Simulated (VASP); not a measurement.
# Sb (Pm-3m) in VASP: a series of runs

The runs below take Sb through single point, relaxation of cell and atoms, with PBE.

Everything below comes from runs of VASP 6.6.1. Logs are shortened: lines on timing, memory, paths and dates and some standing lists are left out, and cuts for length are marked.

### Step 1. The cell of the first run

Symmetry: Pm-3m, No. 221, cubic system. Conventional cell: a = 3.126 Å, b = 3.126 Å, c = 3.126 Å, α = 90.00°, β = 90.00°, γ = 90.00°. Within 4.1 Å of Sb (site symmetry m-3m) lie 6 Sb at 3.13 Å.

### Step 2. Single point, PBE

Input file INCAR:

```
PREC = Accurate ; ENCUT = 500
EDIFF = 1E-6 ; ISMEAR = 0
SIGMA = 0.1 ; LREAL = F
LASPH = T ; NELM = 120
ALGO = Normal ; ISIF = 2
LWAVE = F ; LCHARG = F
GGA = PE ; NBANDS = 8
GGA_COMPAT = F
```

Input file KPOINTS:

```
regular mesh
0
Gamma
  6 6 6
```

Input file POSCAR:

```
Sb
1.0
    3.1259192140      0.0000000000      0.0000000000
    0.0000000000      3.1259192140      0.0000000000
    0.0000000000      0.0000000000      3.1259192140
Sb
1
Direct
    0.0000000000      0.0000000000      0.0000000000
```

Potentials or basis: VASP PAW PBE potentials, release 64 (Sb).

On the command line:

```sh
$ cat potpaw_PBE.64/Sb/POTCAR > POTCAR
$ mpirun -np 1 vasp_std > vasp.out
```

OUTCAR:

```text
PREC = Accurate
   ENCUT = 500
   EDIFF = 1E-6
   ISMEAR = 0
   LREAL = F
   LASPH = T
   NELM = 120
   ISIF = 2
   GGA = PE

 ion  position               nearest neighbor table
   1  0.000  0.000  0.000-

  LATTYP: Found a simple cubic cell.
 ALAT       =     3.1259192140

  Lattice vectors:

 A1 = (   3.1259192140,   0.0000000000,   0.0000000000)
 A2 = (   0.0000000000,   3.1259192140,   0.0000000000)
 A3 = (   0.0000000000,   0.0000000000,   3.1259192140)

Analysis of symmetry for initial positions (statically):
=====================================================================
 Subroutine PRICEL returns:
 Original cell was already a primitive cell.

 Routine SETGRP: Setting up the symmetry group for a
 simple cubic supercell.

 Subroutine GETGRP returns: Found 48 space group operations
 (whereof 48 operations were pure point group operations)
 out of a pool of 48 trial point group operations.

The static configuration has the point symmetry O_h .

Analysis of symmetry for dynamics (positions and initial velocities):
=====================================================================
 Subroutine PRICEL returns:
 Original cell was already a primitive cell.

 Routine SETGRP: Setting up the symmetry group for a
 simple cubic supercell.

 Subroutine GETGRP returns: Found 48 space group operations
 (whereof 48 operations were pure point group operations)
 out of a pool of 48 trial point group operations.

The dynamic configuration has the point symmetry O_h .

 Subroutine INISYM returns: Found 48 space group operations
 (whereof 48 operations are pure point group operations),
 and found     1 'primitive' translations

----------------------------------------------------------------------------------------

                                     Primitive cell

  volume of cell :      30.5445

  direct lattice vectors                    reciprocal lattice vectors
     3.125919214  0.000000000  0.000000000     0.319905900  0.000000000  0.000000000
     0.000000000  3.125919214  0.000000000     0.000000000  0.319905900  0.000000000
     0.000000000  0.000000000  3.125919214     0.000000000  0.000000000  0.319905900

  length of vectors
     3.125919214  3.125919214  3.125919214     0.319905900  0.319905900  0.319905900

  position of ions in fractional coordinates (direct lattice)
     0.000000000  0.000000000  0.000000000

  ion indices of the primitive-cell ions
   primitive index   ion index
                 1           1

----------------------------------------------------------------------------------------

 KPOINTS: regular mesh

Automatic generation of k-mesh.
 Grid dimensions read from file:
 generate k-points for:    6    6    6

 Generating k-lattice:

  Cartesian coordinates                     Fractional coordinates (reciprocal lattice)
     0.053317650  0.000000000  0.000000000     0.166666667  0.000000000  0.000000000
     0.000000000  0.053317650  0.000000000     0.000000000  0.166666667  0.000000000
     0.000000000  0.000000000  0.053317650     0.000000000  0.000000000  0.166666667

  Length of vectors
     0.053317650  0.053317650  0.053317650

  Shift w.r.t. Gamma in fractional coordinates (k-lattice)
     0.000000000  0.000000000  0.000000000

 Subroutine IBZKPT returns following result:
 ===========================================

 Found     20 irreducible k-points:

 Following reciprocal coordinates:
            Coordinates               Weight
  0.000000  0.000000  0.000000      1.000000
  0.166667  0.000000  0.000000      6.000000
  0.333333  0.000000  0.000000      6.000000
  0.500000  0.000000  0.000000      3.000000
  0.166667  0.166667  0.000000     12.000000
  0.333333  0.166667  0.000000     24.000000
[... 12 lines left out ...]
  0.500000  0.500000  0.333333      6.000000
  0.500000  0.500000  0.500000      1.000000
   k-points           NKPTS =     20   k-points in BZ     NKDIM =     20   number of bands    NBANDS=      8
   number of dos      NEDOS =    301   number of ions     NIONS =      1
   total plane-waves  NPLWV =  13824
   dimension x,y,z NGX =    24 NGY =   24 NGZ =   24
   dimension x,y,z NGXF=    48 NGYF=   48 NGZF=   48
   ions per type =               1
   NGX,Y,Z   is equivalent  to a cutoff of  12.76, 12.76, 12.76 a.u.
   NGXF,Y,Z  is equivalent  to a cutoff of  25.53, 25.53, 25.53 a.u.
 SYSTEM =  unknown system
   PREC   = accura    normal or accurate (medium, high low for compatibility)
   ISTART =      0    job   : 0-new  1-cont  2-samecut
   ICHARG =      2    charge: 1-file 2-atom 10-const
   ISPIN  =      1    spin polarized calculation?
   LNONCOLLINEAR =      F non collinear calculations
   LSORBIT =      F    spin-orbit coupling
   LASPH  =      T    aspherical Exc in radial PAW
   ENCUT  =  500.0 eV  36.75 Ry    6.06 a.u.   5.70  5.70  5.70*2*pi/ulx,y,z
   NELM   =    120;   NELMIN=  2; NELMDL= -5     # of ELM steps
   EDIFF  = 0.1E-05   stopping-criterion for ELM
   LREAL  =      F    real-space projection
   EDIFFG = 0.1E-04   stopping-criterion for IOM
   NSW    =      0    number of steps for IOM
   IBRION =     -1    ionic relax: 0-MD 1-quasi-New 2-CG
   NFREE  =      0    steps in history (QN), initial steepest desc. (CG)
   ISIF   =      2    stress and relaxation
   ISYM   =      2    0-nonsym 1-usesym 2-fastsym
   POTIM  = 0.5000    time-step for ionic-motion
   TEBEG  =    0.0;   TEEND  =   0.0 temperature during run
   PSTRESS=    0.0 pullay stress
   NELECT =       5.0000    total number of electrons
   NUPDOWN=      -1.0000    fix difference up-down
   EMIN   =  10.00;   EMAX   =-10.00  energy-range for DOS
   EFERMI =   0.00;   METHOD = LEGACY
   ISMEAR =     0;   SIGMA  =   0.10  broadening in eV -4-tet -1-fermi 0-gaus
   EFERMI_NEDOS =   21; number of points for ismear=-14 and -15
   IALGO  =     38    algorithm
   IMIX   =      4    mixing-type and parameters
     AMIX     =   0.40;   BMIX     =  1.00
     AMIX_MAG =   1.60;   BMIX_MAG =  1.00
  volume/ion in A,a.u.               =      30.54       206.12
  Fermi-wavevector in a.u.,A,eV,Ry     =   0.895544  1.692333 10.911867  0.802000
  Thomas-Fermi vector in A             =   2.017890
   LORBIT       =      0    0 simple, 1 ext, 2 COOP (PROOUT), +10 PAW based schemes
   GGA     = PE    functional components
   LHFCALC =     F    Hartree Fock is set to
   AEXX    =    0.0000 exact exchange contribution
   IVDW    =     0    specifies the selected vdW correction
   LEPSILON=     F    determine dielectric tensor
   LRPA    =     F    only Hartree local field effects (RPA)
 non-spin polarized calculation
 Gauss-broadening in eV      SIGMA  =   0.10
  energy-cutoff  :      500.00
  volume of cell :       30.54
 maximum number of plane-waves:       804
 NGX is ok and might be reduce to    24
   NGX = 11   NGY = 11   NGZ = 11

 number of electron       5.0000000 magnetization

 Free energy of the ion-electron system (eV)
  ---------------------------------------------------
  ext. energy  EPLUGINS =         0.00000000
  ---------------------------------------------------
  free energy    TOTEN  =        -4.11987928 eV

  energy without entropy =       -4.11415077  energy(sigma->0) =       -4.11701502

 E-fermi :   7.0854     XC(G=0):  -9.5154

 val. band max:        7.0544033790   @ k =   0.5000   0.3333   0.3333
 cond. band min:       7.1162120488   @ k =   0.1667   0.1667   0.0000
 fundamental gap:      0.0618086698
 Fermi energy:         7.0854286588

 k-point     1 :       0.0000    0.0000    0.0000
  band No.  band energies     occupation
      1      -5.3530      2.00000
      2      10.0597      0.00000
      3      10.0597      0.00000
      4      10.0597      0.00000
      5      13.7480      0.00000
      6      13.7480      0.00000
      7      14.9710      0.00000
      8      24.3698      0.00000

 k-point     2 :       0.1667    0.0000    0.0000
  band No.  band energies     occupation
      1      -4.9644      2.00000
      2       6.8869      1.99501
      3      10.4341      0.00000
      4      10.4341      0.00000
      5      14.0618      0.00000
      6      14.8229      0.00000
      7      17.9311      0.00000
      8      22.0712      0.00000

 k-point     3 :       0.3333    0.0000    0.0000
  band No.  band energies     occupation
      1      -3.9015      2.00000
      2       3.2275      2.00000
      3      11.3627      0.00000
      4      11.3627      0.00000
      5      14.9510      0.00000
      6      15.9162      0.00000
      7      19.4442      0.00000
      8      19.4442      0.00000

 k-point     4 :       0.5000    0.0000    0.0000
  band No.  band energies     occupation
      1      -3.0174      2.00000
      2       1.4343      2.00000
      3      11.9920      0.00000
      4      11.9920      0.00000
      5      15.7886      0.00000
      6      17.3879      0.00000
      7      18.2210      0.00000
      8      18.2212      0.00000

 k-point     5 :       0.1667    0.1667    0.0000
  band No.  band energies     occupation
      1      -4.5754      2.00000
      2       7.1162      0.66331
      3       7.4180      0.00000
      4      10.8100      0.00000
      5      14.7381      0.00000
      6      17.8062      0.00000
      7      17.8496      0.00000
      8      19.6195      0.00000

 k-point     6 :       0.3333    0.1667    0.0000
  band No.  band energies     occupation
      1      -3.5102      2.00000
      2       3.5978      2.00000
      3       8.2609      0.00000
      4      11.7425      0.00000
      5      15.1257      0.00000
      6      15.9691      0.00000
      7      19.1387      0.00000
      8      19.7351      0.00000

 k-point     7 :       0.5000    0.1667    0.0000
  band No.  band energies     occupation
      1      -2.6215      2.00000
      2       1.8012      2.00000
      3       9.0029      0.00000
      4      12.3755      0.00000
      5      13.8312      0.00000
      6      16.9721      0.00000
      7      18.2652      0.00000
      8      18.5199      0.00000

 k-point     8 :       0.3333    0.3333    0.0000
  band No.  band energies     occupation
      1      -2.4321      2.00000
      2       4.3850      2.00000
      3       4.7767      2.00000
      4      12.0645      0.00000
      5      12.6821      0.00000
      6      16.8661      0.00000
      7      20.4239      0.00000
      8      20.6305      0.00000

 k-point     9 :       0.5000    0.3333    0.0000
  band No.  band energies     occupation
      1      -1.5171      2.00000
      2       2.7423      2.00000
      3       5.3121      2.00000
      4      10.5750      0.00000
      5      13.3176      0.00000
      6      18.0818      0.00000
      7      19.2490      0.00000
      8      19.3508      0.00000

 k-point    10 :       0.5000    0.5000    0.0000
  band No.  band energies     occupation
      1      -0.5457      2.00000
      2       3.4202      2.00000
      3       3.4202      2.00000
      4       9.1162      0.00000
      5      13.9466      0.00000
      6      19.5095      0.00000
      7      20.0341      0.00000
      8      20.0343      0.00000
[... 34 lines left out ...]
 k-point    14 :       0.3333    0.3333    0.1667
  band No.  band energies     occupation
      1      -2.0379      2.00000
      2       4.7451      2.00000
      3       5.1463      2.00000
      4       9.6568      0.00000
      5      12.4531      0.00000
      6      16.5413      0.00000
      7      16.8921      0.00000
      8      20.5101      0.00000

 k-point    15 :       0.5000    0.3333    0.1667
  band No.  band energies     occupation
      1      -1.1175      2.00000
      2       3.1045      2.00000
      3       5.6707      2.00000
      4      10.4296      0.00000
      5      10.9293      0.00000
      6      15.2806      0.00000
      7      17.5518      0.00000
      8      20.8319      0.00000

 k-point    16 :       0.5000    0.5000    0.1667
  band No.  band energies     occupation
      1      -0.1382      2.00000
      2       3.7774      2.00000
      3       3.7774      2.00000
      4       9.4901      0.00000
      5      11.1500      0.00000
      6      16.1567      0.00000
      7      16.1567      0.00000
      8      19.2210      0.00000

 k-point    17 :       0.3333    0.3333    0.3333
  band No.  band energies     occupation
      1      -0.9427      2.00000
      2       5.6508      2.00000
      3       5.6508      2.00000
      4       6.4998      2.00000
      5      12.9620      0.00000
      6      13.8077      0.00000
      7      13.8077      0.00000
      8      19.1781      0.00000

 k-point    18 :       0.5000    0.3333    0.3333
  band No.  band energies     occupation
      1       0.0098      2.00000
      2       4.0232      2.00000
      3       6.2783      2.00000
      4       7.0544      1.33917
      5      11.6219      0.00000
      6      12.4438      0.00000
      7      14.4819      0.00000
      8      17.5296      0.00000

 k-point    19 :       0.5000    0.5000    0.3333
  band No.  band energies     occupation
      1       1.0373      2.00000
      2       4.6705      2.00000
      3       4.6705      2.00000
      4       7.3816      0.00003
      5      10.5723      0.00000
      6      13.0664      0.00000
      7      13.0664      0.00000
      8      15.7824      0.00000

 k-point    20 :       0.5000    0.5000    0.5000
  band No.  band energies     occupation
      1       2.1965      2.00000
      2       5.2815      2.00000
      3       5.2815      2.00000
      4       5.2815      2.00000
      5      11.7125      0.00000
      6      11.7125      0.00000
      7      11.7125      0.00000
      8      13.8513      0.00000

------------------------ aborting loop because EDIFF is reached ----------------------------------------

  FORCE on cell =-STRESS in cart. coord.  units (eV):
  Direction    XX          YY          ZZ          XY          YZ          ZX
  --------------------------------------------------------------------------------------
  -------------------------------------------------------------------------------------
  Total       -0.0048615     -0.0048615     -0.0048615     -0.0000000      0.0000000     -0.0000000
  in kB       -0.2550020     -0.2550020     -0.2550020     -0.0000000      0.0000000     -0.0000000
  external PRESSURE =      -0.2550020 kB  Pullay stress =       0.0000000 kB

 VOLUME and BASIS-vectors are now :
 -----------------------------------------------------------------------------
  energy-cutoff  :      500.00
  volume of cell :       30.54
      direct lattice vectors                 reciprocal lattice vectors
     3.125919214  0.000000000  0.000000000     0.319905900  0.000000000  0.000000000
     0.000000000  3.125919214  0.000000000     0.000000000  0.319905900  0.000000000
     0.000000000  0.000000000  3.125919214     0.000000000  0.000000000  0.319905900

 POSITION                                       TOTAL-FORCE (eV/Angst)
 -----------------------------------------------------------------------------------
      0.00000      0.00000      0.00000         0.000000      0.000000      0.000000
 -----------------------------------------------------------------------------------
    total drift:                                0.000000      0.000000      0.000000

  FREE ENERGIE OF THE ION-ELECTRON SYSTEM (eV)
  ---------------------------------------------------
  free  energy   TOTEN  =        -4.1198792763 eV

  energy  without entropy=       -4.1141507710  energy(sigma->0) =       -4.11701502
```

It took 2.7 s on 1 thread of AMD EPYC 9R45 (Zen 5), shared host; peak memory 0.1 GiB.

Results:

```
Free energy : -4.1199 eV
Pressure    : 0.0 GPa
```

Caveat: spin-orbit coupling is left out, which moves the levels of the heavy elements.

[end of part 1 of 2]
